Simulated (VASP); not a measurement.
C, 2 atoms in the cell. The cell holds a slab with vacuum, 2 atoms: a = 2.466 Å, b = 2.466 Å, c = 8.521 Å, α = 90.00°, β = 90.00°, γ = 120.00°. 

```yaml
Program: VASP 6.6.1
Task: single point
Functional: PBE
Potentials_or_basis: VASP PAW PBE potentials, release 64 (C)
Cutoff: 520 eV
k_mesh: 18 × 18 × 6
Occupations: gaussian, width 0.1 eV
Spin: no spin polarisation
Dipole_correction: no
Further_INCAR_settings: ALGO = Normal; EDIFF = 1e-06; NBANDS = 11
```

Potentials or basis: VASP PAW PBE potentials, release 64 (C).

The run is started by

```sh
$ cat potpaw_PBE.64/C/POTCAR > POTCAR
$ mpirun -np 1 vasp_std > vasp.out
```

Hardware: 1 thread of Intel(R) Xeon(R) 6975P-C (Granite Rapids) (shared host).

Task: How long does it take, and how much memory?

Result: It took 30 s on 1 thread of Intel(R) Xeon(R) 6975P-C (Granite Rapids) (shared host), peak memory 0.18 GiB. Counts: scf iterations 15, k points 148.
